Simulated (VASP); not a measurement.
**Si (a cell with a defect): single point with LDA**

The system is Si (a cell with a defect).

```
Si
1.0
     0.00000    5.43000    5.43000
     5.43000    0.00000    5.43000
     5.43000    5.43000    0.00000
Si
17
Direct
  0.00002 0.00006 0.99995
  0.12459 0.12450 0.12471
  0.00317 0.00296 0.49693
  0.12462 0.12454 0.62615
  0.00299 0.49687 0.00331
  0.12445 0.62636 0.12463
  0.00301 0.49691 0.49687
  0.13057 0.62306 0.62321
  0.49690 0.00283 0.00337
  0.62627 0.12442 0.12468
  0.49693 0.00287 0.49691
  0.62327 0.13007 0.62335
  0.49676 0.49678 0.00329
  0.62289 0.62281 0.13132
  0.49983 0.49936 0.50055
  0.62296 0.62290 0.62311
  0.74982 0.74935 0.75056
```

```yaml
Program: VASP 6.6.1
Task: single point
Functional: LDA
Potentials_or_basis: VASP PAW LDA potentials, release 64 (Si)
Cutoff: 520 eV
k_mesh: 2 × 2 × 2
Occupations: gaussian, width 0.05 eV
Spin: no spin polarisation
Dipole_correction: no
Further_INCAR_settings: LREAL = Auto; ALGO = Normal; EDIFF = 1e-06; NBANDS = 48
```

```json
{
  "Pressure": "1.7 GPa",
  "Largest force": "0.021 eV/Å",
  "Band gap on the k mesh": "zero (bands 34 and 35 overlap by 0.24 eV)"
}
```

Forces in eV/Å, atoms in the order of the input:
```
Si   0.000  0.000  0.001
Si  -0.011 -0.014 -0.005
Si   0.001  0.001 -0.011
Si   0.014  0.011 -0.007
Si  -0.003 -0.007 -0.003
Si   0.005 -0.007  0.011
Si   0.007  0.004 -0.004
Si  -0.009  0.011  0.004
Si  -0.008 -0.002 -0.001
Si  -0.007  0.005  0.014
Si   0.002  0.009 -0.003
Si   0.014 -0.012  0.010
Si  -0.002  0.001  0.007
Si   0.001  0.003 -0.005
Si   0.000 -0.001  0.002
Si  -0.004 -0.002 -0.009
Si  -0.001  0.000  0.000
```

Levels at points of the mesh, in eV from the Fermi level:
| k point | band 31 | band 32 | band 33 | band 34 | band 35 | band 36 | band 37 | band 38 |
| --- | --- | --- | --- | --- | --- | --- | --- | --- |
| (0.00, 0.00, 0.00) | -0.76 | -0.76 | -0.76 | -0.22 | -0.22 | -0.22 | 0.06 | 0.06 |
| (0.50, 0.00, 0.00) | -1.51 | -1.36 | -1.35 | -0.34 | 0.54 | 0.54 | 0.88 | 0.88 |
| (0.00, 0.50, 0.00) | -1.51 | -1.36 | -1.36 | -0.34 | 0.54 | 0.54 | 0.88 | 0.88 |
| (0.00, 0.00, 0.50) | -1.51 | -1.36 | -1.36 | -0.34 | 0.54 | 0.54 | 0.88 | 0.88 |
| (0.50, 0.50, 0.50) | -1.51 | -1.36 | -1.35 | -0.34 | 0.54 | 0.54 | 0.88 | 0.88 |
| (0.50, 0.50, 0.00) | -1.95 | -1.81 | -0.97 | 0.02 | 0.72 | 1.03 | 1.03 | 1.14 |
| (0.00, 0.50, 0.50) | -1.95 | -1.81 | -0.97 | 0.02 | 0.72 | 1.03 | 1.03 | 1.14 |
| (0.50, 0.00, 0.50) | -1.95 | -1.81 | -0.97 | 0.02 | 0.72 | 1.03 | 1.03 | 1.14 |

Wall time 98 s on 1 thread of Intel(R) Xeon(R) 6975P-C (Granite Rapids) (shared host), peak memory 0.37 GiB.

Caveat: the k points lie up to 0.50 Å⁻¹ apart.
